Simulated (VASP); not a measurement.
Write the native input for VASP 6.6.1 that does the following.

| Property | Result |
| --- | --- |
| Task | single point |
| Functional | PBE |
| Potentials or basis | VASP PAW PBE potentials, release 64 (Al, N) |
| Cutoff | 520 eV |
| k mesh | 6 × 6 × 4 |
| Occupations | gaussian, width 0.1 eV |
| Spin | no spin polarisation |
| Dipole correction | no |
| Further INCAR settings | ALGO = Normal; EDIFF = 1e-06; NBANDS = 16 |

The structure of AlN lies in POSCAR:

```
AlN
1.0
    3.1323346268      0.0000000000      0.0000000000
   -1.5661673134      2.7126813599      0.0000000000
    0.0000000000      0.0000000000      5.0225213415
Al N
2 2
Direct
    0.3333333333      0.6666666667     -0.0026537009
    0.6666666667      0.3333333333      0.4973462991
    0.3333333333      0.6666666667      0.3786537009
    0.6666666667      0.3333333333      0.8786537009
```

The input as run:

INCAR

```
ALGO = Normal ; EDIFF = 1E-6
ENCUT = 520 ; GGA = PE
ISIF = 2 ; ISMEAR = 0
LASPH = True ; LCHARG = True
LELF = True ; LREAL = False
LVHAR = True ; LWAVE = False
NBANDS = 16 ; NELM = 80
PREC = Accurate ; SIGMA = 0.1
```

KPOINTS

```
k-points
0
Gamma
  6 6 4
```

Potentials or basis: VASP PAW PBE potentials, release 64 (Al, N).

Command:

```sh
$ cat potpaw_PBE.64/Al/POTCAR potpaw_PBE.64/N/POTCAR > POTCAR
$ mpirun -np 1 vasp_std > vasp.out
```

It gave:

The pressure is -0.7 GPa and the largest force is 0.011 eV/Å. The band gap on the k mesh is 4.03 eV, direct.

Wall time 5.9 s on 1 thread of Intel(R) Xeon(R) 6975P-C (Granite Rapids), with other jobs on the host, peak memory 0.15 GiB.
